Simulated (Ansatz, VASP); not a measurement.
One calculation of TiO2, two programs

The input INCAR:

```
SYSTEM = TiO2
  PREC = Accurate
  ENCUT = 520
  EDIFF = 1E-8
  ISMEAR = -1
  SIGMA = 0.02
  LREAL = .FALSE.
  LASPH = .TRUE.
  NELM = 60
  ALGO = Normal
  ISIF = 2
  LWAVE = .FALSE.
  LCHARG = .FALSE.
  GGA = PE
  LEFG = .TRUE.
  NBANDS = 60
```

The input KPOINTS:

```
regular mesh
0
G
  4 4 4
  0 0 0
```

Contents of POSCAR:

```
TiO2
1.0
    4.8126997814      0.0000000000      0.0000000000
    0.0000000000      4.8718844600      0.0000000000
   -0.8628854487      0.0000000000      4.9665942755
Ti O
4 8
Direct
    0.2774352600      0.4471916400      0.7131482700
    0.7225647400      0.9471916400      0.7868517300
    0.7225647400      0.5528083600      0.2868517300
    0.2774352600      0.0528083600      0.2131482700
    0.4453609900      0.7423682600      0.9667718600
    0.5546390100      0.2423682600      0.5332281400
    0.5546390100      0.2576317400      0.0332281400
    0.4453609900      0.7576317400      0.4667718600
    0.0638382200      0.3230344800      0.3515567400
    0.9361617800      0.8230344800      0.1484432600
    0.9361617800      0.6769655200      0.6484432600
    0.0638382200      0.1769655200      0.8515567400
```

Input for Ansatz:

```yaml
crystal:
  lattice:
    - [4.8126997814, 0.0, 0.0]
    - [0.0, 4.87188446, 0.0]
    - [-0.8628854487, 0.0, 4.9665942755]
  atoms:
    - { symbol: Ti, position: [0.27743526, 0.44719164, 0.71314827] }
    - { symbol: Ti, position: [0.72256474, 0.94719164, 0.78685173] }
    - { symbol: Ti, position: [0.72256474, 0.55280836, 0.28685173] }
    - { symbol: Ti, position: [0.27743526, 0.05280836, 0.21314827] }
    - { symbol: O, position: [0.44536099, 0.74236826, 0.96677186] }
    - { symbol: O, position: [0.55463901, 0.24236826, 0.53322814] }
    - { symbol: O, position: [0.55463901, 0.25763174, 0.03322814] }
    - { symbol: O, position: [0.44536099, 0.75763174, 0.46677186] }
    - { symbol: O, position: [0.06383822, 0.32303448, 0.35155674] }
    - { symbol: O, position: [0.93616178, 0.82303448, 0.14844326] }
    - { symbol: O, position: [0.93616178, 0.67696552, 0.64844326] }
    - { symbol: O, position: [0.06383822, 0.17696552, 0.85155674] }
kpoints:
  mp_grid: { grid: [4, 4, 4] }
scf:
  occupations: { method: fermi_dirac, width: 0.02 }
hamiltonian:
  xc: pbe
  pseudopotentials: { kind: paw, frozen_core: stored }
output:
  forces: true
  stress: true
  populations: true
  efg: { quadrupole_moments_barn: { Ti: 0.247, O: -0.02558 } }
  write_density: true
  write_potential: true
  elf: true
  volumetric_format: npy
```

Alike in both runs: task electric field gradients; functional PBE; k mesh 4 × 4 × 4; occupations fermi-dirac, width 0.02 eV; no spin polarisation.

```csv
,VASP,Ansatz
version,VASP 6.6.1,Ansatz 0.2.0
potentials or method,"VASP PAW PBE potentials, release 64 (Ti_sv, O)","plane-wave PAW, scalar-relativistic"
plane-wave cutoff (eV),520,420
valence electrons in the cell,96,96
```

Ansatz gave:

- gap on the k mesh at the Fermi level (eV): 2.30
- pressure (GPa): 4.1
- traceless stress, the component that is largest in VASP (GPa): 0.13
- rms of the force components (eV/Å): 0.051
- size of Vzz on the site where it differs most (V/Å²): 25.0

**Question.** What did VASP give for the same quantities?

**Answer.** gap on the k mesh at the Fermi level (eV): 2.28; pressure (GPa): 4.9; traceless stress, the component that is largest in VASP (GPa): 0.09; rms of the force components (eV/Å): 0.047; size of Vzz on the site where it differs most (V/Å²): 22.6.

Atom by atom the forces differ by 0.022 eV/Å (rms over components). With one functional, cell and mesh, what is left measures potentials, basis and numerics.
